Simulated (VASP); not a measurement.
BaS:

```
Ba S
1.0
     0.00000    3.19375    3.19375
     3.19375    0.00000    3.19375
     3.19375    3.19375    0.00000
Ba S
1 1
Direct
  0.00000 0.00000 0.00000
  0.50000 0.50000 0.50000
```

Program: VASP 6.6.1. Alike in all runs: no spin polarisation; cell as given; k mesh 8 × 8 × 8; cutoff (eV) 520; smearing fermi-dirac 0.02 eV.

Order these runs on this cell by their band gap on the k mesh, lowest first.
A. level r2SCAN; potentials or basis VASP PAW PBE potentials, release 64 (Ba_sv, S)
B. level PBE; potentials or basis VASP PAW PBE potentials, release 64 (Ba_sv, S)
C. level LDA; potentials or basis VASP PAW LDA potentials, release 64 (Ba_sv, S)

C (1.90 eV), B (2.11 eV), A (2.46 eV).

Caveats: spin-orbit coupling is left out, which moves the levels of the heavy elements.

A k mesh can miss the band edges.
